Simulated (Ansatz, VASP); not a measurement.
**One calculation of TiC, two programs**

```xyz
2
Lattice="0.0000 2.1201 2.1201 2.1201 0.0000 2.1201 2.1201 2.1201 0.0000" Properties=species:S:1:pos:R:3 pbc="T T T"
Ti    0.0000    0.0000    0.0000
C     2.1201    2.1201    2.1201
```

Alike in both runs: functional r2SCAN; k mesh 13 × 13 × 13; occupations fermi-dirac, width 0.1 eV; no spin polarisation.

Ansatz relaxed the structure, and its values are those at the end. VASP's run is a single point on that final structure, the one shown.

|  | VASP | Ansatz |
| --- | --- | --- |
| version | VASP 6.6.1 | Ansatz 0.2.0 |
| potentials or method | VASP PAW PBE potentials, release 64 (Ti_sv, C), cutoff 520 eV | PAW plane waves |
| valence electrons in the cell | 16 | 16 |

```tsv
	VASP	Ansatz	Ansatz less VASP
pressure (GPa)	19.3	18.4	-0.96
```

VASP's potentials were made for PBE, not for r2SCAN. Ansatz's warnings: stress scf threshold loose.
